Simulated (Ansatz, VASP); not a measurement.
**Be2Si: VASP beside Ansatz**

File INCAR:

```
SYSTEM = Be2Si
PREC = Accurate ; ENCUT = 600
EDIFF = 1E-6 ; ISMEAR = -1
SIGMA = 0.5 ; LREAL = .False.
LASPH = .True. ; NELM = 120
ALGO = Normal ; ISIF = 2
LWAVE = .False. ; LCHARG = .False.
GGA = PS ; NBANDS = 11
GGA_COMPAT = .False.
```

File KPOINTS:

```
Automatic mesh
0
Gamma
  6 6 6
  0 0 0
```

POSCAR

```
Be2Si
1.0
    0.0000000000      2.6413830465      2.6413830465
    2.6413830465      0.0000000000      2.6413830465
    2.6413830465      2.6413830465      0.0000000000
Si Be
1 2
Direct
    0.0000000000      0.0000000000      0.0000000000
    0.2500000000      0.2500000000      0.2500000000
    0.7500000000      0.7500000000      0.7500000000
```

Input for Ansatz:

```yaml
crystal:
  lattice:
    - [0.0, 2.6413830465, 2.6413830465]
    - [2.6413830465, 0.0, 2.6413830465]
    - [2.6413830465, 2.6413830465, 0.0]
  atoms:
    - { symbol: Si, position: [0.0, 0.0, 0.0] }
    - { symbol: Be, position: [0.25, 0.25, 0.25] }
    - { symbol: Be, position: [0.75, 0.75, 0.75] }
kpoints:
  mp_grid: { grid: [6, 6, 6] }
hamiltonian:
  xc: pbesol
scf:
  occupations: { method: fermi_dirac, width: 0.5 }
  n_extra_bands: 4
output:
  forces: true
  stress: true
  eigenvalues: true
```

Alike in both runs: task single point; functional PBEsol; k mesh 6 × 6 × 6; occupations fermi-dirac, width 0.5 eV; no spin polarisation.

|  | VASP | Ansatz |
| --- | --- | --- |
| version | VASP 6.6.1 | Ansatz 0.2.0 |
| potentials or method | VASP PAW PBE potentials, release 64 (Si, Be) | plane waves |
| plane-wave cutoff (eV) | 600 | 420 |
| valence electrons in the cell | 8 | 8 |

|  | VASP | Ansatz | Ansatz less VASP |
| --- | --- | --- | --- |
| pressure (GPa) | -0.5 | -0.7 | -0.23 |

VASP's potentials were made for PBE, not for PBEsol.
